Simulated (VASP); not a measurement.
# MnO2 (P-3m1) in VASP: settings compared, part 2 of 2

VASP 6.6.1. Earlier steps stand in the parts before.

## Step 4: Single point, PBEsol, collinear spin, ferromagnetic start

The input, INCAR:

```
PREC = Accurate ; ENCUT = 520
EDIFF = 1E-6 ; ISMEAR = -1
SIGMA = 0.05 ; LREAL = False
LASPH = True ; NELM = 150
ALGO = Normal ; ISIF = 2
LWAVE = False ; LCHARG = True
ISPIN = 2 ; MAGMOM = 5.5 0 0
LORBIT = 11 ; LMAXMIX = 4
GGA = PS ; LELF = True
LVHAR = True ; NBANDS = 24
```

The input, KPOINTS:

```
regular mesh
0
Gamma
  11 11 6
```

The input, POSCAR:

```
MnO2
1.0
    2.8565781804      0.0000000000      0.0000000000
   -1.4282890902      2.4738692722      0.0000000000
    0.0000000000      0.0000000000      4.6013740589
Mn O
1 2
Direct
    0.0000000000      0.0000000000      0.5000000000
    0.3333333333      0.6666666667      0.7062925700
    0.6666666667      0.3333333333      0.2937074300
```

Potentials or basis: VASP PAW PBE potentials, release 64 (Mn_pv, O).

Run with:

```console
cat potpaw_PBE.64/Mn_pv/POTCAR potpaw_PBE.64/O/POTCAR > POTCAR
mpirun -np 1 vasp_std > vasp.out
```

OUTCAR:

```text
PREC = Accurate
   ENCUT = 520
   EDIFF = 1E-6
   ISMEAR = -1
   LREAL = False
   LASPH = True
   NELM = 150
   ISIF = 2
   ISPIN = 2
   LORBIT = 11
   GGA = PS

 ion  position               nearest neighbor table
   1  0.000  0.000  0.500-   2 1.90   3 1.90   3 1.90   2 1.90   3 1.90   2 1.90
   2  0.333  0.667  0.706-   1 1.90   1 1.90   1 1.90
   3  0.667  0.333  0.294-   1 1.90   1 1.90   1 1.90

  LATTYP: Found a hexagonal cell.
 ALAT       =     2.8565781804
 C/A-ratio  =     1.6107992739

  Lattice vectors:

 A1 = (   2.8565781804,   0.0000000000,   0.0000000000)
 A2 = (  -1.4282890902,   2.4738692722,   0.0000000000)
 A3 = (   0.0000000000,   0.0000000000,   4.6013740589)

Analysis of symmetry for initial positions (statically):
=====================================================================
 Subroutine PRICEL returns:
 Original cell was already a primitive cell.

 Routine SETGRP: Setting up the symmetry group for a
 hexagonal supercell.

 Subroutine GETGRP returns: Found 12 space group operations
 (whereof 12 operations were pure point group operations)
 out of a pool of 24 trial point group operations.

The static configuration has the point symmetry D_3d.

Analysis of symmetry for dynamics (positions and initial velocities):
=====================================================================
 Subroutine PRICEL returns:
 Original cell was already a primitive cell.

 Routine SETGRP: Setting up the symmetry group for a
 hexagonal supercell.

 Subroutine GETGRP returns: Found 12 space group operations
 (whereof 12 operations were pure point group operations)
 out of a pool of 24 trial point group operations.

The dynamic configuration has the point symmetry D_3d.

Analysis of structural, dynamic, and magnetic symmetry:
=====================================================================
 Subroutine PRICEL returns:
 Original cell was already a primitive cell.
[... 154 lines left out ...]
  free energy    TOTEN  =       -25.05226833 eV

  energy without entropy =      -25.05224875  energy(sigma->0) =      -25.05225854

 E-fermi :   3.5679     XC(G=0): -11.0563

 val. band max:        3.2040445681   @ k =   0.0909   0.0000   0.5000
 cond. band min:       3.9023748250   @ k =   0.0000   0.0000   0.5000
 fundamental gap:      0.6983302569
 Fermi energy:         3.5679403539

 spin component 1

 k-point     1 :       0.0000    0.0000    0.0000
  band No.  band energies     occupation
      1     -47.0020      1.00000
      2     -47.0020      1.00000
      3     -46.9889      1.00000
      4     -16.4495      1.00000
      5     -14.0746      1.00000
      6      -3.1932      1.00000
[... 637 lines left out ...]
     23      23.9362      0.00000
     24      26.2972      0.00000

 [... further k-points ...]

 spin component 2

 k-point     1 :       0.0000    0.0000    0.0000
  band No.  band energies     occupation
      1     -43.9681      1.00000
      2     -43.9681      1.00000
      3     -43.8048      1.00000
      4     -16.2785      1.00000
      5     -13.9503      1.00000
      6      -2.3564      1.00000
[... 637 lines left out ...]
     23      24.6546      0.00000
     24      26.4709      0.00000

 [... further k-points ...]

------------------------ aborting loop because EDIFF is reached ----------------------------------------

  FORCE on cell =-STRESS in cart. coord.  units (eV):
  Direction    XX          YY          ZZ          XY          YZ          ZX
  --------------------------------------------------------------------------------------
  -------------------------------------------------------------------------------------
  Total       -0.3687033     -0.3687033     -0.0170657      0.0000000      0.0000000     -0.0000000
  in kB      -18.1667478    -18.1667478     -0.8408631      0.0000000      0.0000000     -0.0000000
  external PRESSURE =     -12.3914529 kB  Pullay stress =       0.0000000 kB

 VOLUME and BASIS-vectors are now :
 -----------------------------------------------------------------------------
  energy-cutoff  :      520.00
  volume of cell :       32.52
      direct lattice vectors                 reciprocal lattice vectors
     2.856578180  0.000000000  0.000000000     0.350069187  0.202112539  0.000000000
    -1.428289090  2.473869272  0.000000000     0.000000000  0.404225078  0.000000000
     0.000000000  0.000000000  4.601374059     0.000000000  0.000000000  0.217326387

 POSITION                                       TOTAL-FORCE (eV/Angst)
 -----------------------------------------------------------------------------------
      0.00000      0.00000      2.30069        -0.000000      0.000000     -0.000000
     -0.00000      1.64925      3.24992         0.000000      0.000000     -0.080752
      1.42829      0.82462      1.35146         0.000000      0.000000      0.080752
 -----------------------------------------------------------------------------------
    total drift:                               -0.000000      0.000000      0.000000

  FREE ENERGIE OF THE ION-ELECTRON SYSTEM (eV)
  ---------------------------------------------------
  free  energy   TOTEN  =       -25.0522683281 eV

  energy  without entropy=      -25.0522487514  energy(sigma->0) =      -25.05225854

 total charge

# of ion       s       p       d       tot
------------------------------------------
    1        0.361   6.476   4.936  11.773
    2        1.577   3.398   0.000   4.975
    3        1.577   3.398   0.000   4.975
--------------------------------------------------
tot          3.515  13.271   4.936  21.723

 magnetization (x)

# of ion       s       p       d       tot
------------------------------------------
    1        0.030   0.040   2.765   2.836
    2        0.004   0.038   0.000   0.041
    3        0.004   0.038   0.000   0.041
--------------------------------------------------
tot          0.038   0.115   2.765   2.919
```

OSZICAR:

```text
N       E                     dE             d eps       ncg     rms          rms(c)
DAV:   1     0.242781600052E+03    0.24278E+03   -0.13980E+04  8080   0.120E+03
DAV:   2    -0.170039137785E+02   -0.25979E+03   -0.24359E+03  8848   0.360E+02
DAV:   3    -0.312658830986E+02   -0.14262E+02   -0.14187E+02  9320   0.910E+01
DAV:   4    -0.313894592639E+02   -0.12358E+00   -0.12357E+00  9032   0.890E+00
DAV:   5    -0.313908103475E+02   -0.13511E-02   -0.13511E-02  9496   0.890E-01    0.347E+01
DAV:   6    -0.307871316409E+02    0.60368E+00   -0.81034E+01  9512   0.736E+01    0.382E+01
DAV:   7    -0.263158725475E+02    0.44713E+01   -0.10701E+02  9248   0.789E+01    0.164E+01
DAV:   8    -0.253801438372E+02    0.93573E+00   -0.27691E+00  8640   0.153E+01    0.739E+00
DAV:   9    -0.250454181030E+02    0.33473E+00   -0.12967E+00 10344   0.108E+01    0.267E+00
DAV:  10    -0.250572424876E+02   -0.11824E-01   -0.14166E-01  8896   0.264E+00    0.140E+00
DAV:  11    -0.250516645077E+02    0.55780E-02   -0.18750E-02  8424   0.105E+00    0.554E-01
DAV:  12    -0.250522470596E+02   -0.58255E-03   -0.23047E-03  8384   0.505E-01    0.208E-01
DAV:  13    -0.250522542063E+02   -0.71467E-05   -0.27663E-04  9056   0.158E-01    0.850E-02
DAV:  14    -0.250522690593E+02   -0.14853E-04   -0.36949E-04  9488   0.196E-01    0.446E-02
DAV:  15    -0.250522658304E+02    0.32288E-05   -0.59758E-05  8368   0.890E-02    0.186E-02
DAV:  16    -0.250522681987E+02   -0.23682E-05   -0.46895E-06  8392   0.195E-02    0.368E-03
DAV:  17    -0.250522683281E+02   -0.12941E-06   -0.37004E-07  5640   0.437E-03
   1 F= -.25052268E+02 E0= -.25052259E+02  d E =-.195767E-04  mag=     3.0001
```

It took 3.1 min on 1 thread of Intel Xeon 8259CL, shared host; peak memory 0.24 GiB.

Results:

```yaml
Free_energy: -25.0523 eV
Pressure: -1.2 GPa
Largest_force: 0.081 eV/Å
Band_gap_on_the_k_mesh: 0.70 eV (least direct gap 0.75 eV)
Net_moment: 3.00 μB per cell
Site_moments: Mn +2.84; O +0.04 μB
Valence_electrons_inside_the_program's_atomic_spheres: Mn 11.77; O 4.97
```

Forces on the atoms (eV/Å):
```
Mn   0.000  0.000  0.000
O    0.000  0.000 -0.081
O    0.000  0.000  0.081
```

Stress tensor (GPa, compression positive):
```
-1.82  0.00  0.00
 0.00 -1.82  0.00
 0.00  0.00 -0.08
```

Caveat: semilocal functionals underestimate gaps, and a narrow one can read as zero; the PAW data sets were made with another functional, which shifts forces and pressure a little; a cell with one magnetic atom can't hold antiferromagnetic order, which such compounds often take. A k mesh can miss the band edges.

## Step 5: Relaxation of cell and atoms, PBE+D4, collinear spin, ferromagnetic start

The input, INCAR:

```
  PREC = Accurate
  ENCUT = 600
  EDIFF = 1E-6
  ISMEAR = -1
  SIGMA = 0.05
  LREAL = False
  LASPH = True
  NELM = 150
  ALGO = Normal
  ISIF = 3
  LWAVE = False
  LCHARG = False
  ISPIN = 2
  MAGMOM = 4 0 0
  LORBIT = 11
  LMAXMIX = 4
  GGA = PE
  IVDW = 13
  IBRION = 2
  NSW = 60
  EDIFFG = -0.01
```

The input, KPOINTS:

```
Automatic mesh
0
Gamma
  11 11 6
```

POSCAR is that of step 4.

Run with:

```console
cat potpaw_PBE.64/Mn_pv/POTCAR potpaw_PBE.64/O/POTCAR > POTCAR
mpirun -np 1 vasp_std > vasp.out
```

It took 11 min on 1 thread of Intel Xeon 6975P-C (Granite Rapids), shared host; peak memory 0.25 GiB.

Results (log left out):

```yaml
Free_energy: -24.3538 eV
Relaxed_volume: 10.66 Å³/atom
Relaxed_cell: a = 2.869 Å, b = 2.869 Å, c = 4.485 Å, α = 90.00°, β = 90.00°, γ = 120.00°
Space_group_after_relaxing_to_0.1_Å: P-3m1 (No. 164)
Energy_gained_by_relaxing: 2.6 meV/atom
Ionic_steps: 12
Pressure_after_relaxing: 0.0 GPa
Largest_force_after_relaxing: 0.007 eV/Å
Band_gap_on_the_k_mesh: 0.84 eV (least direct gap 0.91 eV)
Net_moment: 3.00 μB per cell
Site_moments: Mn +2.85; O +0.04 μB
Valence_electrons_inside_the_program's_atomic_spheres: Mn 11.71; O 4.99
Dispersion_energy_per_atom: -0.182 eV
```

Forces in eV/Å, atoms in the order of the input:
```
Mn   0.000  0.000  0.000
O    0.000  0.000 -0.007
O    0.000  0.000  0.007
```

Stress tensor (GPa, compression positive):
```
 0.06  0.00  0.00
 0.00  0.06  0.00
 0.00  0.00 -0.07
```

The path:
```
step  energy change (eV)  largest force (eV/Å)  pressure (GPa)  volume (Å³)
   1              0.0000                0.2874            2.79        32.52
   2              0.0054                0.3313           -4.47        33.41
   3             -0.0050                0.0240           -0.21        32.88
   4             -0.0050                0.0294           -0.18        32.87
   5             -0.0053                0.0324           -0.20        32.82
   6             -0.0061                0.0411           -0.11        32.67
   7             -0.0071                0.0597            0.02        32.37
   8             -0.0064                0.0985            0.37        31.77
   9             -0.0072                0.0746            0.02        32.23
  10             -0.0075                0.0370           -0.18        32.18
  11             -0.0077                0.0150           -0.47        32.12
  12             -0.0078                0.0066            0.01        31.97
```

Final structure:
```
CELL_PARAMETERS angstrom
2.86924 0.00000 0.00000
-1.43462 2.48483 0.00000
0.00000 0.00000 4.48461
ATOMIC_POSITIONS crystal
Mn 0.00000 0.00000 0.50000
O 0.33333 0.66667 0.71334
O 0.66667 0.33333 0.28666
```

Levels at points of the mesh, in eV from the valence-band top:
Spin up:
```tsv
k point	band 11	band 12	band 13	band 14	band 15	band 16	band 17	band 18
(0.00, 0.00, 0.00)	-1.36	-1.36	-0.98	-0.43	2.80	2.80	7.17	10.36
(0.00, 0.00, 0.50)	-2.41	-1.42	-1.42	-0.07	2.88	2.88	9.35	9.47
```
Spin down:
```csv
k point,band 7,band 8,band 9,band 10,band 11,band 12,band 13,band 14,band 15,band 16
"(0.00, 0.00, 0.00)",-4.94,-4.94,-1.30,-1.30,-0.82,0.85,0.85,2.39,4.09,4.09
"(0.00, 0.00, 0.50)",-4.91,-4.39,-2.36,-1.37,-1.37,0.84,0.84,2.53,4.16,4.16
```

Caveat: a cell with one magnetic atom can't hold antiferromagnetic order, which such compounds often take. A k mesh can miss the band edges.

## Step 6: Relaxation of cell and atoms, PBEsol, collinear spin, ferromagnetic start

The input, INCAR:

```
SYSTEM = MnO2
  PREC = Accurate
  ENCUT = 600
  EDIFF = 1E-6
  ISMEAR = -1
  SIGMA = 0.05
  LREAL = .False.
  LASPH = .True.
  NELM = 150
  ALGO = Normal
  ISIF = 3
  LWAVE = .False.
  LCHARG = .False.
  ISPIN = 2
  MAGMOM = 4 0 0
  LORBIT = 11
  LMAXMIX = 4
  GGA = PS
  IBRION = 2
  NSW = 60
  EDIFFG = -0.01
```

The input, KPOINTS:

```
regular mesh
0
Gamma
  11 11 6
  0 0 0
```

POSCAR is that of step 5.

Potentials or basis: VASP PAW PBE potentials, release 64 (Mn_pv, O).

Run with:

```console
cat potpaw_PBE.64/Mn_pv/POTCAR potpaw_PBE.64/O/POTCAR > POTCAR
mpirun -np 1 vasp_std > vasp.out
```

It took 22 min on 1 thread of Intel Xeon 6975P-C (Granite Rapids), shared host; peak memory 0.25 GiB.

The run converged. Its results:

* Free energy: -25.0604 eV
* Relaxed volume: 11.22 Å³/atom
* Relaxed cell: a = 2.846 Å, b = 2.846 Å, c = 4.798 Å, α = 90.00°, β = 90.00°, γ = 120.00°
* Space group after relaxing (to 0.1 Å): P-3m1 (No. 164)
* Energy gained by relaxing: 1.3 meV/atom
* Ionic steps: 26
* Pressure after relaxing: -0.1 GPa
* Largest force after relaxing: 0.005 eV/Å
* Band gap on the k mesh: 0.71 eV (least direct gap 0.76 eV)
* Net moment: 3.00 μB per cell
* Site moments: Mn +2.83; O +0.04 μB
* Valence electrons inside the program's atomic spheres: Mn 11.79; O 4.98

Forces on the atoms (eV/Å):
```
Mn   0.000  0.000  0.000
O    0.000  0.000  0.005
O    0.000  0.000 -0.005
```

Stress tensor (GPa, compression positive):
```
-0.13  0.00  0.00
 0.00 -0.13  0.00
 0.00  0.00  0.10
```

Step by step:
```
step  energy change (eV)  largest force (eV/Å)  pressure (GPa)  volume (Å³)
   1              0.0000                0.0856           -1.47        32.52
   2              0.0012                0.1904            2.47        32.05
   3             -0.0013                0.0291            0.18        32.32
   4             -0.0017                0.0073            0.18        32.33
   5             -0.0018                0.0472            0.16        32.35
   6             -0.0018                0.0345            0.10        32.34
   7             -0.0018                0.0306            0.16        32.34
   8             -0.0019                0.0342            0.07        32.39
   9             -0.0023                0.0455           -0.21        32.56
  10             -0.0027                0.0687           -0.66        32.89
  11             -0.0027                0.0655           -0.71        32.89
  12             -0.0028                0.0567           -0.47        32.92
  13             -0.0031                0.0365           -0.33        32.97
  14             -0.0034                0.0025            0.01        33.07
  15             -0.0034                0.0813            0.78        33.28
  16             -0.0035                0.0337            0.35        33.16
  17             -0.0035                0.0461            0.52        33.19
  18             -0.0036                0.0495            0.44        33.27
  19             -0.0036                0.0506            0.47        33.31
  20             -0.0037                0.0535            0.46        33.40
  21             -0.0037                0.0593            0.45        33.58
  22             -0.0039                0.0255            0.23        33.62
  23             -0.0039                0.0057           -0.08        33.66
  24             -0.0039                0.0007           -0.08        33.65
  25             -0.0039                0.0102            0.07        33.64
  26             -0.0039                0.0046           -0.05        33.65
```

Final structure:
```
Mn O
1.0
     2.84571    0.00000    0.00000
    -1.42286    2.46446    0.00000
     0.00000    0.00000    4.79798
Mn O
1 2
Direct
  0.00000 0.00000 0.50000
  0.33333 0.66667 0.69814
  0.66667 0.33333 0.30186
```

Levels at points of the mesh, in eV from the valence-band top:
Spin up:
| k point | band 12 | band 13 | band 14 | band 15 | band 16 | band 17 |
| --- | --- | --- | --- | --- | --- | --- |
| (0.00, 0.00, 0.00) | -1.47 | -1.38 | -0.32 | 2.87 | 2.87 | 6.92 |
| (0.00, 0.00, 0.50) | -1.49 | -1.49 | -0.05 | 2.90 | 2.90 | 8.89 |
Spin down:
| k point | band 9 | band 10 | band 11 | band 12 | band 13 | band 14 |
| --- | --- | --- | --- | --- | --- | --- |
| (0.00, 0.00, 0.00) | -1.37 | -1.37 | -1.20 | 0.72 | 0.72 | 2.36 |
| (0.00, 0.00, 0.50) | -2.28 | -1.40 | -1.40 | 0.71 | 0.71 | 2.49 |

Caveat: semilocal functionals underestimate gaps, and a narrow one can read as zero; the PAW data sets were made with another functional, which shifts forces and pressure a little; a cell with one magnetic atom can't hold antiferromagnetic order, which such compounds often take.

## Step 7: Overview

| task | level | spin | cell | cutoff (eV) | gap on the mesh (eV) | pressure (GPa) | moment (μB) | relaxed volume (Å³/atom) | largest force (eV/Å) |
| --- | --- | --- | --- | --- | --- | --- | --- | --- | --- |
| single point | PBEsol | off | as given | 520 | none | -11.2 | - | - | 0.46 |
| single point | PBEsol | collinear, ferromagnetic start | as given | 520 | 0.70 | -1.2 | 3.00 | - | 0.08 |
| relaxation of cell and atoms | PBE+D4 | collinear, ferromagnetic start | relaxed | 600 | 0.84 | 0.0 | 3.00 | 10.66 | 0.01 |
| relaxation of cell and atoms | PBEsol | collinear, ferromagnetic start | relaxed | 600 | 0.71 | -0.1 | 3.00 | 11.22 | - |

Alike in all rows: potentials or basis VASP PAW PBE potentials, release 64 (Mn_pv, O); k mesh 11 × 11 × 6; smearing fermi-dirac 0.05 eV.

Caveats: the PAW data sets were made with another functional, which shifts forces and pressure a little (at least some runs); a cell with one magnetic atom can't hold antiferromagnetic order, which such compounds often take (at least some runs); semilocal functionals underestimate gaps, and a narrow one can read as zero (at least some runs); the stress differs along the axes, from -15 to -4 GPa (at least some runs); an odd number of electrons without spin polarisation forces a metal (at least some runs); a magnetic or distorted state may lie lower (at least some runs); semilocal functionals often make such compounds metallic where correlation or magnetic order opens a gap, which also shifts bond lengths (at least some runs).

Absolute energies hang on the potentials; compare differences alone.
